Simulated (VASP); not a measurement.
# BaHCl (P4/nmm) in VASP: a series of runs

BaHCl is run at these levels: LDA; tasks: single point.

All numbers are computed with VASP 6.6.1; they aren't measurements. Logs are shortened: lines on timing, memory, paths and dates and some standing lists are left out, and cuts for length are marked.

### Step 1. The cell of the first run

Symmetry: P4/nmm, No. 129, tetragonal system. Conventional cell: a = 4.320 Å, b = 4.320 Å, c = 7.056 Å, α = 90.00°, β = 90.00°, γ = 90.00°. Ba (site symmetry 4mm) has 4 H at 2.62 Å and 5 Cl at 3.15 to 3.20 Å within 3.5 Å. Within 3.5 Å of H (site symmetry -4m2) lie 4 Ba at 2.62 Å and 4 H at 3.05 Å and 4 Cl at 3.24 Å. Cl (site symmetry 4mm) has 6 Ba at 3.15 to 3.90 Å and 4 H at 3.24 Å and 8 Cl at 3.77 to 4.32 Å within 4.4 Å.

### Step 2. Single point, LDA (21.95 Å³/atom)

Contents of INCAR:

```
SYSTEM = BaHCl
  ALGO = Normal
  EDIFF = 1E-6
  ENCUT = 520
  GGA = CA
  ISIF = 2
  ISMEAR = 0
  LASPH = .TRUE.
  LCHARG = .FALSE.
  LREAL = .FALSE.
  LWAVE = .FALSE.
  NBANDS = 27
  NELM = 80
  PREC = Accurate
  SIGMA = 0.02
```

Contents of KPOINTS:

```
k-points
0
G
  6 6 4
  0 0 0
```

Contents of POSCAR:

```
BaHCl
1.0
    4.3201310166      0.0000000000      0.0000000000
    0.0000000000      4.3201310166      0.0000000000
    0.0000000000      0.0000000000      7.0562383092
Ba H Cl
2 2 2
Direct
    0.0000000000      0.5000000000      0.2097744800
    0.5000000000      0.0000000000      0.7902255200
    0.0000000000      0.0000000000      0.0000000000
    0.5000000000      0.5000000000      0.0000000000
    0.0000000000      0.5000000000      0.6568452951
    0.5000000000      0.0000000000      0.3431547049
```

Potentials or basis: VASP PAW LDA potentials, release 64 (Ba_sv, H, Cl).

Command:

```console
$ cat potpaw_LDA.64/Ba_sv/POTCAR potpaw_LDA.64/H/POTCAR potpaw_LDA.64/Cl/POTCAR > POTCAR
$ mpirun -np 1 vasp_std > vasp.out
```

OUTCAR:

```text
SYSTEM = BaHCl
   EDIFF = 1E-6
   ENCUT = 520
   GGA = CA
   ISIF = 2
   ISMEAR = 0
   LASPH = .TRUE.
   LREAL = .FALSE.
   NELM = 80
   PREC = Accurate

 ion  position               nearest neighbor table
   1  0.000  0.500  0.210-   3 2.62   4 2.62   3 2.62   4 2.62   5 3.15   6 3.20   6 3.20   6 3.20
                             6 3.20   2 4.25   2 4.25   2 4.25   2 4.25
   2  0.500  0.000  0.790-   3 2.62   4 2.62   4 2.62   3 2.62   6 3.15   5 3.20   5 3.20   5 3.20
                             5 3.20   1 4.25   1 4.25   1 4.25   1 4.25
   3  0.000  0.000  0.000-   1 2.62   2 2.62   1 2.62   2 2.62
   4  0.500  0.500  0.000-   1 2.62   2 2.62   2 2.62   1 2.62
   5  0.000  0.500  0.657-   1 3.15   2 3.20   2 3.20   2 3.20   2 3.20
   6  0.500  0.000  0.343-   2 3.15   1 3.20   1 3.20   1 3.20   1 3.20

  LATTYP: Found a simple tetragonal cell.
 ALAT       =     4.3201310166
 C/A-ratio  =     1.6333389617

  Lattice vectors:

 A1 = (   4.3201310166,   0.0000000000,   0.0000000000)
 A2 = (   0.0000000000,   4.3201310166,   0.0000000000)
 A3 = (   0.0000000000,   0.0000000000,   7.0562383092)

Analysis of symmetry for initial positions (statically):
=====================================================================
 Subroutine PRICEL returns:
 Original cell was already a primitive cell.

 Routine SETGRP: Setting up the symmetry group for a
 simple tetragonal supercell.

 Subroutine GETGRP returns: Found 16 space group operations
 (whereof  8 operations were pure point group operations)
 out of a pool of 16 trial point group operations.

The static configuration has the point symmetry D_2d.
 The point group associated with its full space group is D_4h.

Analysis of symmetry for dynamics (positions and initial velocities):
=====================================================================
 Subroutine PRICEL returns:
 Original cell was already a primitive cell.

 Routine SETGRP: Setting up the symmetry group for a
 simple tetragonal supercell.

 Subroutine GETGRP returns: Found 16 space group operations
 (whereof  8 operations were pure point group operations)
 out of a pool of 16 trial point group operations.

The dynamic configuration has the point symmetry D_2d.
 The point group associated with its full space group is D_4h.

 Subroutine INISYM returns: Found 16 space group operations
 (whereof  8 operations are pure point group operations),
 and found     1 'primitive' translations

----------------------------------------------------------------------------------------

                                     Primitive cell

  volume of cell :     131.6943

  direct lattice vectors                    reciprocal lattice vectors
     4.320131017  0.000000000  0.000000000     0.231474461  0.000000000  0.000000000
     0.000000000  4.320131017  0.000000000     0.000000000  0.231474461  0.000000000
     0.000000000  0.000000000  7.056238309     0.000000000  0.000000000  0.141718570

  length of vectors
     4.320131017  4.320131017  7.056238309     0.231474461  0.231474461  0.141718570

  position of ions in fractional coordinates (direct lattice)
     0.000000000  0.500000000  0.209774480
     0.500000000  0.000000000  0.790225520
     0.000000000  0.000000000  0.000000000
     0.500000000  0.500000000  0.000000000
     0.000000000  0.500000000  0.656845295
     0.500000000  0.000000000  0.343154705

  ion indices of the primitive-cell ions
   primitive index   ion index
                 1           1
                 2           2
                 3           3
                 4           4
                 5           5
                 6           6

----------------------------------------------------------------------------------------

 KPOINTS: k-points

Automatic generation of k-mesh.
 Grid dimensions read from file:
 generate k-points for:    6    6    4

 Generating k-lattice:

  Cartesian coordinates                     Fractional coordinates (reciprocal lattice)
     0.038579077  0.000000000  0.000000000     0.166666667  0.000000000  0.000000000
     0.000000000  0.038579077  0.000000000     0.000000000  0.166666667  0.000000000
     0.000000000  0.000000000  0.035429642     0.000000000  0.000000000  0.250000000

  Length of vectors
     0.038579077  0.038579077  0.035429642

  Shift w.r.t. Gamma in fractional coordinates (k-lattice)
     0.000000000  0.000000000  0.000000000

 Subroutine IBZKPT returns following result:
 ===========================================

 Found     30 irreducible k-points:

 Following reciprocal coordinates:
            Coordinates               Weight
  0.000000  0.000000  0.000000      1.000000
  0.166667  0.000000  0.000000      4.000000
  0.333333  0.000000  0.000000      4.000000
  0.500000  0.000000  0.000000      2.000000
  0.166667  0.166667  0.000000      4.000000
  0.333333  0.166667  0.000000      8.000000
[... 16 lines left out ...]
  0.333333  0.000000  0.500000      4.000000
  0.500000  0.000000  0.500000      2.000000
 [... further k-points ...]
   k-points           NKPTS =     30   k-points in BZ     NKDIM =     30   number of bands    NBANDS=     27
   number of dos      NEDOS =    301   number of ions     NIONS =      6
   total plane-waves  NPLWV =  55296
   dimension x,y,z NGX =    32 NGY =   32 NGZ =   54
   dimension x,y,z NGXF=    64 NGYF=   64 NGZF=  108
   ions per type =               2   2   2
   NGX,Y,Z   is equivalent  to a cutoff of  12.31, 12.31, 12.72 a.u.
   NGXF,Y,Z  is equivalent  to a cutoff of  24.63, 24.63, 25.44 a.u.
 SYSTEM =  BaHCl
   PREC   = accura    normal or accurate (medium, high low for compatibility)
   ISTART =      0    job   : 0-new  1-cont  2-samecut
   ICHARG =      2    charge: 1-file 2-atom 10-const
   ISPIN  =      1    spin polarized calculation?
   LNONCOLLINEAR =      F non collinear calculations
   LSORBIT =      F    spin-orbit coupling
   LASPH  =      T    aspherical Exc in radial PAW
   ENCUT  =  520.0 eV  38.22 Ry    6.18 a.u.   8.03  8.03 13.12*2*pi/ulx,y,z
   NELM   =     80;   NELMIN=  2; NELMDL= -5     # of ELM steps
   EDIFF  = 0.1E-05   stopping-criterion for ELM
   LREAL  =      F    real-space projection
   EDIFFG = 0.1E-04   stopping-criterion for IOM
   NSW    =      0    number of steps for IOM
   IBRION =     -1    ionic relax: 0-MD 1-quasi-New 2-CG
   NFREE  =      0    steps in history (QN), initial steepest desc. (CG)
   ISIF   =      2    stress and relaxation
   ISYM   =      2    0-nonsym 1-usesym 2-fastsym
   POTIM  = 0.5000    time-step for ionic-motion
   TEBEG  =    0.0;   TEEND  =   0.0 temperature during run
   PSTRESS=    0.0 pullay stress
   NELECT =      36.0000    total number of electrons
   NUPDOWN=      -1.0000    fix difference up-down
   EMIN   =  10.00;   EMAX   =-10.00  energy-range for DOS
   EFERMI =   0.00;   METHOD = LEGACY
   ISMEAR =     0;   SIGMA  =   0.02  broadening in eV -4-tet -1-fermi 0-gaus
   EFERMI_NEDOS =   21; number of points for ismear=-14 and -15
   IALGO  =     38    algorithm
   IMIX   =      4    mixing-type and parameters
     AMIX     =   0.40;   BMIX     =  1.00
     AMIX_MAG =   1.60;   BMIX_MAG =  1.00
  volume/ion in A,a.u.               =      21.95       148.12
  Fermi-wavevector in a.u.,A,eV,Ry     =   1.062478  2.007792 15.359068  1.128860
  Thomas-Fermi vector in A             =   2.197930
   LORBIT       =      0    0 simple, 1 ext, 2 COOP (PROOUT), +10 PAW based schemes
   GGA     = CA    functional components
   LHFCALC =     F    Hartree Fock is set to
   AEXX    =    0.0000 exact exchange contribution
   IVDW    =     0    specifies the selected vdW correction
   LEPSILON=     F    determine dielectric tensor
   LRPA    =     F    only Hartree local field effects (RPA)
 non-spin polarized calculation
 Gauss-broadening in eV      SIGMA  =   0.02
  energy-cutoff  :      520.00
  volume of cell :      131.69
 maximum number of plane-waves:      3608
   NGX = 17   NGY = 17   NGZ = 27

 number of electron      35.9999995 magnetization

 Free energy of the ion-electron system (eV)
  ---------------------------------------------------
  ext. energy  EPLUGINS =         0.00000000
  ---------------------------------------------------
  free energy    TOTEN  =       -25.79575707 eV

  energy without entropy =      -25.79575707  energy(sigma->0) =      -25.79575707

 E-fermi :   1.2199     XC(G=0):  -9.2994

 val. band max:        1.1285332572   @ k =   0.0000   0.0000   0.5000
 cond. band min:       3.9671731904   @ k =   0.0000   0.0000   0.5000
 fundamental gap:      2.8386399332
 Fermi energy:         1.2199214483

 k-point     1 :       0.0000    0.0000    0.0000
  band No.  band energies     occupation
      1     -24.6400      2.00000
      2     -24.5702      2.00000
      3     -13.3022      2.00000
      4     -12.9390      2.00000
      5     -10.0815      2.00000
      6      -9.8614      2.00000
[... 19 lines left out ...]
     26       7.6568      0.00000
     27       7.7586      0.00000

 k-point     2 :       0.1667    0.0000    0.0000
  band No.  band energies     occupation
      1     -24.6281      2.00000
      2     -24.5675      2.00000
      3     -13.3072      2.00000
      4     -13.0057      2.00000
      5     -10.1809      2.00000
      6      -9.8747      2.00000
[... 19 lines left out ...]
     26       7.3689      0.00000
     27       8.0797      0.00000

 k-point     3 :       0.3333    0.0000    0.0000
  band No.  band energies     occupation
      1     -24.6007      2.00000
      2     -24.5655      2.00000
      3     -13.3100      2.00000
      4     -13.1506      2.00000
      5     -10.2456      2.00000
      6      -9.9867      2.00000
[... 594 lines left out ...]
      1     -24.5950      2.00000
      2     -24.5710      2.00000
      3     -13.3547      2.00000
      4     -13.1636      2.00000
      5     -10.0289      2.00000
      6      -9.8582      2.00000
[... 19 lines left out ...]
     26       8.1859      0.00000
     27       8.3104      0.00000

 k-point    24 :       0.5000    0.0000    0.5000
  band No.  band energies     occupation
      1     -24.5756      2.00000
      2     -24.5756      2.00000
      3     -13.3011      2.00000
      4     -13.3011      2.00000
      5      -9.8432      2.00000
      6      -9.8432      2.00000
[... 19 lines left out ...]
     26       7.7895      0.00000
     27       8.4928      0.00000

 [... further k-points ...]
[... 5 lines left out ...]
  --------------------------------------------------------------------------------------
  -------------------------------------------------------------------------------------
  Total       -0.4453029     -0.4453029     -0.4270448      0.0000000      0.0000000      0.0000000
  in kB       -5.4175008     -5.4175008     -5.1953754      0.0000000      0.0000000      0.0000000
  external PRESSURE =      -5.3434590 kB  Pullay stress =       0.0000000 kB

 VOLUME and BASIS-vectors are now :
 -----------------------------------------------------------------------------
  energy-cutoff  :      520.00
  volume of cell :      131.69
      direct lattice vectors                 reciprocal lattice vectors
     4.320131017  0.000000000  0.000000000     0.231474461  0.000000000  0.000000000
     0.000000000  4.320131017  0.000000000     0.000000000  0.231474461  0.000000000
     0.000000000  0.000000000  7.056238309     0.000000000  0.000000000  0.141718570

 POSITION                                       TOTAL-FORCE (eV/Angst)
 -----------------------------------------------------------------------------------
      0.00000      2.16007      1.48022        -0.000000     -0.000000      0.011622
      2.16007      0.00000      5.57602        -0.000000      0.000000     -0.011622
      0.00000      0.00000      0.00000        -0.000000      0.000000     -0.000000
      2.16007      2.16007      0.00000        -0.000000     -0.000000     -0.000000
      0.00000      2.16007      4.63486         0.000000      0.000000     -0.008483
      2.16007      0.00000      2.42138        -0.000000      0.000000      0.008483
 -----------------------------------------------------------------------------------
    total drift:                                0.000000      0.000000     -0.000000

  FREE ENERGIE OF THE ION-ELECTRON SYSTEM (eV)
  ---------------------------------------------------
  free  energy   TOTEN  =       -25.7957570696 eV

  energy  without entropy=      -25.7957570696  energy(sigma->0) =      -25.79575707
```

It used 34 s of CPU time on 1 thread of Intel(R) Xeon(R) 6975P-C (Granite Rapids), on a shared host.

Results:

```
Free energy            : -25.7958 eV
Pressure               : -0.5 GPa
Largest force          : 0.012 eV/Å
Band gap on the k mesh : 2.84 eV
```

Forces on the atoms (eV/Å):
```
Ba   0.000  0.000  0.012
Ba   0.000  0.000 -0.012
H    0.000  0.000  0.000
H    0.000  0.000  0.000
Cl   0.000  0.000 -0.008
Cl   0.000  0.000  0.008
```

Levels at points of the mesh, in eV from the valence-band top:
```csv
k point,band 15,band 16,band 17,band 18,band 19,band 20,band 21,band 22
"(0.00, 0.00, 0.00)",-2.03,-2.03,-0.97,-0.67,3.44,4.22,4.69,4.69
"(0.50, 0.00, 0.00)",-2.37,-2.37,-0.42,-0.42,4.53,4.53,4.89,4.89
"(0.50, 0.50, 0.00)",-2.12,-2.12,-0.46,-0.46,4.05,4.05,6.90,6.90
"(0.00, 0.00, 0.50)",-2.00,-2.00,-0.63,0.00,2.84,4.07,4.99,4.99
"(0.50, 0.00, 0.50)",-2.47,-2.47,-0.20,-0.20,4.71,4.71,5.56,5.56
"(0.50, 0.50, 0.50)",-2.10,-2.10,-0.46,-0.46,5.17,5.17,5.92,5.92
```

Caveat: spin-orbit coupling is left out, which moves the levels of the heavy elements.

### Step 3. Single point, LDA (22.59 Å³/atom)

This run uses another cell than the first one, of 22.59 Å³/atom.

Contents of INCAR:

```
SYSTEM = BaHCl
PREC = Accurate ; ENCUT = 520
EDIFF = 1E-6 ; ISMEAR = 0
SIGMA = 0.02 ; LREAL = .False.
LASPH = .True. ; NELM = 60
ALGO = Normal ; ISIF = 2
LWAVE = .False. ; LCHARG = .True.
LELF = .True. ; LVHAR = .True.
NBANDS = 27
```

Contents of KPOINTS:

```
Automatic mesh
0
Gamma
  6 6 4
  0 0 0
```

Contents of POSCAR:

```
BaHCl
1.0
    4.3533491619      0.0000000000      0.0000000000
    0.0000000000      4.3533491619      0.0000000000
    0.0000000000      0.0000000000      7.1513611927
Ba H Cl
2 2 2
Direct
    0.0000000000      0.5000000000      0.2097025076
    0.5000000000      0.0000000000      0.7902974924
    0.0000000000      0.0000000000      0.0000000000
    0.5000000000      0.5000000000      0.0000000000
    0.0000000000      0.5000000000      0.6561083628
    0.5000000000      0.0000000000      0.3438916372
```

Potentials or basis: VASP PAW LDA potentials, release 64 (Ba_sv, H, Cl).

Command:

```console
$ cat potpaw_LDA.64/Ba_sv/POTCAR potpaw_LDA.64/H/POTCAR potpaw_LDA.64/Cl/POTCAR > POTCAR
$ mpirun -np 1 vasp_std > vasp.out
```

It used 49 s of CPU time on 1 thread of Intel(R) Xeon(R) 6975P-C (Granite Rapids), on a shared host.

It converged, with:

- Free energy: -25.7712 eV
- Pressure: -1.6 GPa
- Largest force: 0.018 eV/Å
- Band gap on the k mesh: 2.95 eV

Forces on the atoms (eV/Å):
```
Ba   0.000  0.000  0.018
Ba   0.000  0.000 -0.018
H    0.000  0.000  0.000
H    0.000  0.000  0.000
Cl   0.000  0.000 -0.012
Cl   0.000  0.000  0.012
```

Levels at points of the mesh, in eV from the valence-band top:
| k point | band 14 | band 15 | band 16 | band 17 | band 18 | band 19 | band 20 | band 21 | band 22 | band 23 |
| --- | --- | --- | --- | --- | --- | --- | --- | --- | --- | --- |
| (0.00, 0.00, 0.00) | -2.17 | -1.93 | -1.93 | -0.94 | -0.53 | 3.51 | 4.21 | 4.74 | 4.74 | 4.99 |
| (0.50, 0.00, 0.00) | -2.58 | -2.26 | -2.26 | -0.35 | -0.35 | 4.55 | 4.55 | 4.94 | 4.94 | 5.31 |
| (0.50, 0.50, 0.00) | -2.42 | -2.04 | -2.04 | -0.40 | -0.40 | 4.05 | 4.05 | 6.91 | 6.91 | 7.18 |
| (0.00, 0.00, 0.50) | -2.49 | -1.90 | -1.90 | -0.49 | 0.00 | 2.95 | 4.03 | 5.02 | 5.02 | 5.93 |
| (0.50, 0.00, 0.50) | -2.59 | -2.34 | -2.34 | -0.16 | -0.16 | 4.72 | 4.72 | 5.57 | 5.57 | 5.97 |
| (0.50, 0.50, 0.50) | -2.70 | -2.02 | -2.02 | -0.39 | -0.39 | 5.11 | 5.11 | 5.96 | 5.96 | 7.20 |

Caveat: spin-orbit coupling is left out, which moves the levels of the heavy elements.
